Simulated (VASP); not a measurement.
# HfO2 (Fm-3m) in VASP: a series of runs

The runs below take HfO2 through single point, with BLYP+D4, RPBE, PBE, PBEsol.

Everything below comes from runs of VASP 6.6.1. Logs are shortened: lines on timing, memory, paths and dates and some standing lists are left out, and cuts for length are marked.

### 1 The cell of the first run

Symmetry: Fm-3m, No. 225, cubic system. Conventional cell: a = 5.149 Å, b = 5.149 Å, c = 5.149 Å, α = 90.00°, β = 90.00°, γ = 90.00°. Within 2.9 Å of Hf (site symmetry m-3m) lie 8 O at 2.23 Å. Within 2.9 Å of O (site symmetry -43m) lie 4 Hf at 2.23 Å and 6 O at 2.57 Å.

### 2 Single point, BLYP+D4

File INCAR:

```
SYSTEM = HfO2
AGGAC = 1.0 ; AGGAX = 1.0
ALDAC = 0.0 ; ALDAX = 1.0
ALGO = Normal ; EDIFF = 1E-6
ENCUT = 520 ; GGA = B5
ISIF = 2 ; ISMEAR = -1
IVDW = 13 ; LASPH = .True.
LCHARG = .False. ; LREAL = .False.
LWAVE = .False. ; NBANDS = 18
NELM = 100 ; PREC = Accurate
SIGMA = 0.05 ; VDW_A1 = 0.44488865
VDW_A2 = 4.0933009 ; VDW_S6 = 1.0
VDW_S8 = 2.34076671
```

File KPOINTS:

```
k-points
0
Gamma
  9 9 9
  0 0 0
```

File POSCAR:

```
HfO2
1.0
    0.0000000000      2.5744375797      2.5744375797
    2.5744375797      0.0000000000      2.5744375797
    2.5744375797      2.5744375797      0.0000000000
Hf O
1 2
Direct
    0.0000000000      0.0000000000      0.0000000000
    0.7500000000      0.7500000000      0.7500000000
    0.2500000000      0.2500000000      0.2500000000
```

Potentials or basis: VASP PAW PBE potentials, release 64 (Hf_pv, O).

Launch:

```sh
> cat potpaw_PBE.64/Hf_pv/POTCAR potpaw_PBE.64/O/POTCAR > POTCAR
> mpirun -np 1 vasp_std > vasp.out
```

OUTCAR:

```text
SYSTEM = HfO2
   EDIFF = 1E-6
   ENCUT = 520
   GGA = B5
   ISIF = 2
   ISMEAR = -1
   IVDW = 13
   LASPH = .True.
   LREAL = .False.
   NELM = 100
   PREC = Accurate

 ion  position               nearest neighbor table
   1  0.000  0.000  0.000-   2 2.23   3 2.23   2 2.23   2 2.23   2 2.23   3 2.23   3 2.23   3 2.23

   2  0.750  0.750  0.750-   1 2.23   1 2.23   1 2.23   1 2.23
   3  0.250  0.250  0.250-   1 2.23   1 2.23   1 2.23   1 2.23

  LATTYP: Found a face centered cubic cell.
 ALAT       =     5.1488751594

  Lattice vectors:

 A1 = (   0.0000000000,   2.5744375797,   2.5744375797)
 A2 = (   2.5744375797,   0.0000000000,   2.5744375797)
 A3 = (   2.5744375797,   2.5744375797,   0.0000000000)

Analysis of symmetry for initial positions (statically):
=====================================================================
 Subroutine PRICEL returns:
 Original cell was already a primitive cell.

 Routine SETGRP: Setting up the symmetry group for a
 face centered cubic supercell.

 Subroutine GETGRP returns: Found 48 space group operations
[... 9 lines left out ...]

 Routine SETGRP: Setting up the symmetry group for a
 face centered cubic supercell.

 Subroutine GETGRP returns: Found 48 space group operations
[... 11 lines left out ...]
                                     Primitive cell

  volume of cell :      34.1253

  direct lattice vectors                    reciprocal lattice vectors
     0.000000000  2.574437580  2.574437580    -0.194217177  0.194217177  0.194217177
     2.574437580  0.000000000  2.574437580     0.194217177 -0.194217177  0.194217177
     2.574437580  2.574437580  0.000000000     0.194217177  0.194217177 -0.194217177

  length of vectors
     3.640804541  3.640804541  3.640804541     0.336394019  0.336394019  0.336394019

  position of ions in fractional coordinates (direct lattice)
     0.000000000  0.000000000  0.000000000
     0.750000000  0.750000000  0.750000000
     0.250000000  0.250000000  0.250000000

  ion indices of the primitive-cell ions
   primitive index   ion index
                 1           1
                 2           2
                 3           3

----------------------------------------------------------------------------------------

 KPOINTS: k-points

Automatic generation of k-mesh.
 Grid dimensions read from file:
 generate k-points for:    9    9    9

 Generating k-lattice:

[... 55 lines left out ...]
   ISPIN  =      1    spin polarized calculation?
   LNONCOLLINEAR =      F non collinear calculations
   LSORBIT =      F    spin-orbit coupling
   LASPH  =      T    aspherical Exc in radial PAW
   ENCUT  =  520.0 eV  38.22 Ry    6.18 a.u.   6.77  6.77  6.77*2*pi/ulx,y,z
   NELM   =    100;   NELMIN=  2; NELMDL= -5     # of ELM steps
   EDIFF  = 0.1E-05   stopping-criterion for ELM
   LREAL  =      F    real-space projection
   EDIFFG = 0.1E-04   stopping-criterion for IOM
   NSW    =      0    number of steps for IOM
   IBRION =     -1    ionic relax: 0-MD 1-quasi-New 2-CG
   NFREE  =      0    steps in history (QN), initial steepest desc. (CG)
   ISIF   =      2    stress and relaxation
   ISYM   =      2    0-nonsym 1-usesym 2-fastsym
   POTIM  = 0.5000    time-step for ionic-motion
   TEBEG  =    0.0;   TEEND  =   0.0 temperature during run
   PSTRESS=    0.0 pullay stress
   NELECT =      22.0000    total number of electrons
   NUPDOWN=      -1.0000    fix difference up-down
   EMIN   =  10.00;   EMAX   =-10.00  energy-range for DOS
   EFERMI =   0.00;   METHOD = LEGACY
   ISMEAR =    -1;   SIGMA  =   0.05  broadening in eV -4-tet -1-fermi 0-gaus
   EFERMI_NEDOS =   21; number of points for ismear=-14 and -15
   IALGO  =     38    algorithm
   IMIX   =      4    mixing-type and parameters
     AMIX     =   0.40;   BMIX     =  1.00
     AMIX_MAG =   1.60;   BMIX_MAG =  1.00
  volume/ion in A,a.u.               =      11.38        76.76
  Fermi-wavevector in a.u.,A,eV,Ry     =   1.414241  2.672528 27.212700  2.000077
  Thomas-Fermi vector in A             =   2.535803
   LORBIT       =      0    0 simple, 1 ext, 2 COOP (PROOUT), +10 PAW based schemes
   GGA     = B5    functional components
   LHFCALC =     F    Hartree Fock is set to
   AEXX    =    0.0000 exact exchange contribution
   IVDW    =    13    specifies the selected vdW correction
   LEPSILON=     F    determine dielectric tensor
   LRPA    =     F    only Hartree local field effects (RPA)
 non-spin polarized calculation
  energy-cutoff  :      520.00
  volume of cell :       34.13
 maximum number of plane-waves:       941
   NGX = 13   NGY = 13   NGZ = 13

 number of electron      21.9999995 magnetization

 Free energy of the ion-electron system (eV)
  ---------------------------------------------------
  ext. energy  EPLUGINS =         0.00000000
  ---------------------------------------------------
  free energy    TOTEN  =       -28.90821507 eV

  energy without entropy =      -28.90821507  energy(sigma->0) =      -28.90821507

 E-fermi :   5.2225     XC(G=0): -11.0500

 val. band max:        4.1910293020   @ k =  -0.4444   0.4444   0.0000
 cond. band min:       8.0204441577   @ k =   0.0000   0.0000   0.0000
 fundamental gap:      3.8294148557
 Fermi energy:         5.2224756042

 k-point     1 :       0.0000    0.0000    0.0000
  band No.  band energies     occupation
      1     -25.5572      2.00000
      2     -25.5572      2.00000
      3     -25.5572      2.00000
      4     -14.0796      2.00000
      5     -11.3024      2.00000
      6      -0.7656      2.00000
[... 481 lines left out ...]
      5     -12.2382      2.00000
      6      -1.6929      2.00000
[... 10 lines left out ...]
     17      16.0554      0.00000
     18      16.7001      0.00000

 [... further k-points ...]

------------------------ aborting loop because EDIFF is reached ----------------------------------------

  DFT-D4 for vdW energy calculation

  Edisp (eV):   -1.03054

  FORCE on cell =-STRESS in cart. coord.  units (eV):
  Direction    XX          YY          ZZ          XY          YZ          ZX
  --------------------------------------------------------------------------------------
  -------------------------------------------------------------------------------------
  Total      -1.99056    -1.99056    -1.99056    -0.00000     0.00000    -0.00000
  in kB     -93.45638   -93.45638   -93.45638    -0.00000     0.00000    -0.00000
  external pressure =      -93.46 kB  Pullay stress =        0.00 kB

 VOLUME and BASIS-vectors are now :
 -----------------------------------------------------------------------------
  energy-cutoff  :      520.00
  volume of cell :       34.13
      direct lattice vectors                 reciprocal lattice vectors
     0.000000000  2.574437580  2.574437580    -0.194217177  0.194217177  0.194217177
     2.574437580  0.000000000  2.574437580     0.194217177 -0.194217177  0.194217177
     2.574437580  2.574437580  0.000000000     0.194217177  0.194217177 -0.194217177

 POSITION                                       TOTAL-FORCE (eV/Angst)
 -----------------------------------------------------------------------------------
      0.00000      0.00000      0.00000        -0.000000      0.000000     -0.000000
      3.86166      3.86166      3.86166        -0.000000     -0.000000     -0.000000
      1.28722      1.28722      1.28722         0.000000      0.000000      0.000000
 -----------------------------------------------------------------------------------
    total drift:                                0.000000      0.000000      0.000000

  FREE ENERGIE OF THE ION-ELECTRON SYSTEM (eV)
  ---------------------------------------------------
  free  energy   TOTEN  =       -29.9387522925 eV

  energy  without entropy=      -29.9387522924  energy(sigma->0) =      -29.93875229
```

Run time: 31 s. Hardware: 1 thread of Intel Xeon 6975P-C, shared host; peak memory 0.17 GiB.

What came out:

```yaml
Free_energy: -29.9388 eV
Pressure: -9.3 GPa
Band_gap_on_the_k_mesh: 3.83 eV, indirect (least direct gap 3.96 eV)
Dispersion_energy_per_atom: -0.344 eV
```

Caveat: the PAW data sets were made with another functional, which shifts forces and pressure a little; spin-orbit coupling is left out, which moves the levels of the heavy elements. A k mesh can miss the band edges.

### 3 Single point, RPBE

This run uses another cell than the first one, of 11.60 Å³/atom, 1.020 times its volume.

File INCAR:

```
SYSTEM = HfO2
PREC = Accurate
ENCUT = 520
EDIFF = 1E-6
ISMEAR = -1
SIGMA = 0.05
LREAL = .False.
LASPH = .True.
NELM = 100
ALGO = Normal
ISIF = 2
LWAVE = .False.
LCHARG = .False.
GGA = RP
NBANDS = 18
```

File KPOINTS:

```
regular mesh
0
Gamma
  9 9 9
  0 0 0
```

File POSCAR:

```
HfO2
1.0
    0.0000000000      2.5911551753      2.5911551753
    2.5911551753      0.0000000000      2.5911551753
    2.5911551753      2.5911551753      0.0000000000
Hf O
1 2
Direct
    0.0000000000      0.0000000000      0.0000000000
    0.7500000000      0.7500000000      0.7500000000
    0.2500000000      0.2500000000      0.2500000000
```

Potentials or basis: VASP PAW PBE potentials, release 64 (Hf_pv, O).

Launch:

```sh
> cat potpaw_PBE.64/Hf_pv/POTCAR potpaw_PBE.64/O/POTCAR > POTCAR
> mpirun -np 1 vasp_std > vasp.out
```

It took 21 s on 1 thread of Intel Xeon 6975P-C, shared host; peak memory 0.17 GiB.

The run converged. Its results:

```
Free energy            : -28.8623 eV
Pressure               : -9.5 GPa
Band gap on the k mesh : 3.83 eV, indirect (least direct gap 3.93 eV)
```

Levels at points of the mesh, in eV from the valence-band top:
```tsv
k point	band 8	band 9	band 10	band 11	band 12	band 13	band 14	band 15
(0.00, 0.00, 0.00)	-4.89	-0.53	-0.53	-0.53	3.84	3.84	5.52	9.67
```

Caveat: the PAW data sets were made with another functional, which shifts forces and pressure a little; spin-orbit coupling is left out, which moves the levels of the heavy elements.

### 4 Single point, PBE

This run uses another cell than the first one, of 11.15 Å³/atom, 0.980 times its volume.

File INCAR:

```
ALGO = Normal ; EDIFF = 1E-6
ENCUT = 520 ; GGA = PE
ISIF = 2 ; ISMEAR = -1
LASPH = True ; LCHARG = False
LREAL = False ; LWAVE = False
NBANDS = 18 ; NELM = 100
PREC = Accurate ; SIGMA = 0.02
```

File KPOINTS:

```
k-points
0
Gamma
  6 6 6
```

File POSCAR:

```
HfO2
1.0
    0.0000000000      2.5575000000      2.5575000000
    2.5575000000      0.0000000000      2.5575000000
    2.5575000000      2.5575000000      0.0000000000
Hf O
1 2
Direct
    0.0000000000      0.0000000000      0.0000000000
    0.7500000000      0.7500000000      0.7500000000
    0.2500000000      0.2500000000      0.2500000000
```

Potentials or basis: VASP PAW PBE potentials, release 64 (Hf_pv, O).

Launch:

```sh
> cat potpaw_PBE.64/Hf_pv/POTCAR potpaw_PBE.64/O/POTCAR > POTCAR
> mpirun -np 1 vasp_std > vasp.out
```

OUTCAR:

```text
EDIFF = 1E-6
   ENCUT = 520
   GGA = PE
   ISIF = 2
   ISMEAR = -1
   LASPH = True
   LREAL = False
   NELM = 100
   PREC = Accurate

 ion  position               nearest neighbor table
   1  0.000  0.000  0.000-   2 2.21   2 2.21   2 2.21   2 2.21   3 2.21   3 2.21   3 2.21   3 2.21

   2  0.750  0.750  0.750-   1 2.21   1 2.21   1 2.21   1 2.21
   3  0.250  0.250  0.250-   1 2.21   1 2.21   1 2.21   1 2.21

  LATTYP: Found a face centered cubic cell.
 ALAT       =     5.1150000000
[... 517 lines left out ...]

  FORCE on cell =-STRESS in cart. coord.  units (eV):
  Direction    XX          YY          ZZ          XY          YZ          ZX
  --------------------------------------------------------------------------------------
  -------------------------------------------------------------------------------------
  Total       -1.2510018     -1.2510018     -1.2510018      0.0000000      0.0000000      0.0000000
  in kB      -59.9089333    -59.9089333    -59.9089333      0.0000000      0.0000000      0.0000000
  external PRESSURE =     -59.9089333 kB  Pullay stress =       0.0000000 kB

 VOLUME and BASIS-vectors are now :
 -----------------------------------------------------------------------------
  energy-cutoff  :      520.00
  volume of cell :       33.46
      direct lattice vectors                 reciprocal lattice vectors
     0.000000000  2.557500000  2.557500000    -0.195503421  0.195503421  0.195503421
     2.557500000  0.000000000  2.557500000     0.195503421 -0.195503421  0.195503421
     2.557500000  2.557500000  0.000000000     0.195503421  0.195503421 -0.195503421

 POSITION                                       TOTAL-FORCE (eV/Angst)
 -----------------------------------------------------------------------------------
      0.00000      0.00000      0.00000         0.000000     -0.000000      0.000000
      3.83625      3.83625      3.83625        -0.000000     -0.000000      0.000000
      1.27875      1.27875      1.27875         0.000000      0.000000     -0.000000
 -----------------------------------------------------------------------------------
    total drift:                                0.000000      0.000000      0.000000

  FREE ENERGIE OF THE ION-ELECTRON SYSTEM (eV)
  ---------------------------------------------------
  free  energy   TOTEN  =       -30.2336050446 eV

  energy  without entropy=      -30.2336050446  energy(sigma->0) =      -30.23360504
```

stdout:

```text
POSCAR found type information on POSCAR HfO
 POSCAR found :  2 types and       3 ions
 scaLAPACK will be used
 LDA part: xc-table for (Slater+PW92), standard interpolation
 POSCAR, INCAR and KPOINTS ok, starting setup
 FFT: planning ... GRIDC
 FFT: planning ... GRID_SOFT
 FFT: planning ... GRID
 WAVECAR not read
 entering main loop
```

Run time: 6.3 s. Hardware: 1 thread of Intel Xeon 6975P-C, shared host; peak memory 0.16 GiB.

What came out:

- Free energy: -30.2336 eV
- Pressure: -6.0 GPa
- Band gap on the k mesh: 3.73 eV, direct

Caveat: spin-orbit coupling is left out, which moves the levels of the heavy elements.

### 5 Single point, PBEsol

This run uses another cell than the first one, of 10.48 Å³/atom, 0.922 times its volume.

File INCAR:

```
SYSTEM = HfO2
ALGO = Normal
EDIFF = 1E-6
ENCUT = 520
GGA = PS
ISIF = 2
ISMEAR = -1
LASPH = .TRUE.
LCHARG = .FALSE.
LREAL = .FALSE.
LWAVE = .FALSE.
NBANDS = 18
NELM = 80
PREC = Accurate
SIGMA = 0.05
```

File KPOINTS:

```
k-points
0
G
  9 9 9
  0 0 0
```

File POSCAR:

```
HfO2
1.0
    0.0000000000      2.5052914730      2.5052914730
    2.5052914730      0.0000000000      2.5052914730
    2.5052914730      2.5052914730      0.0000000000
Hf O
1 2
Direct
    0.0000000000      0.0000000000      0.0000000000
    0.7500000000      0.7500000000      0.7500000000
    0.2500000000      0.2500000000      0.2500000000
```

Launch:

```sh
> cat potpaw_PBE.64/Hf_pv/POTCAR potpaw_PBE.64/O/POTCAR > POTCAR
> mpirun -np 1 vasp_std > vasp.out
```

Wall time 48 s (1 thread of AMD EPYC 7R13, shared host); peak memory 0.14 GiB.

The run converged. Its results:

```
Free energy            : -31.6358 eV
Pressure               : 1.6 GPa
Band gap on the k mesh : 3.88 eV, indirect (least direct gap 4.01 eV)
```

Levels at points of the mesh, in eV from the valence-band top:
| k point | band 8 | band 9 | band 10 | band 11 | band 12 | band 13 | band 14 | band 15 |
| --- | --- | --- | --- | --- | --- | --- | --- | --- |
| (0.00, 0.00, 0.00) | -5.57 | -0.58 | -0.58 | -0.58 | 3.91 | 3.91 | 5.98 | 10.93 |

Caveat: the PAW data sets were made with another functional, which shifts forces and pressure a little; spin-orbit coupling is left out, which moves the levels of the heavy elements. A k mesh can miss the band edges.

### 6 Summary

| level | cell | k mesh | smearing | gap on the mesh (eV) | pressure (GPa) |
| --- | --- | --- | --- | --- | --- |
| BLYP+D4 | a = 3.641 Å, angles 60.0°, 3 atoms | 9 × 9 × 9 | fermi-dirac 0.05 eV | 3.83 | -9.3 |
| RPBE | a = 3.664 Å, angles 60.0°, 3 atoms | 9 × 9 × 9 | fermi-dirac 0.05 eV | 3.83 | -9.5 |
| PBE | a = 3.617 Å, angles 60.0°, 3 atoms | 6 × 6 × 6 | fermi-dirac 0.02 eV | 3.73 | -6.0 |
| PBEsol | a = 3.543 Å, angles 60.0°, 3 atoms | 9 × 9 × 9 | fermi-dirac 0.05 eV | 3.88 | 1.6 |

Alike in all rows: task single point; potentials or basis VASP PAW PBE potentials, release 64 (Hf_pv, O); no spin polarisation; cutoff (eV) 520.

Caveats: spin-orbit coupling is left out, which moves the levels of the heavy elements; the PAW data sets were made with another functional, which shifts forces and pressure a little (some runs).

Total energies depend on the potentials used, so only differences within one code and one set of settings carry meaning.
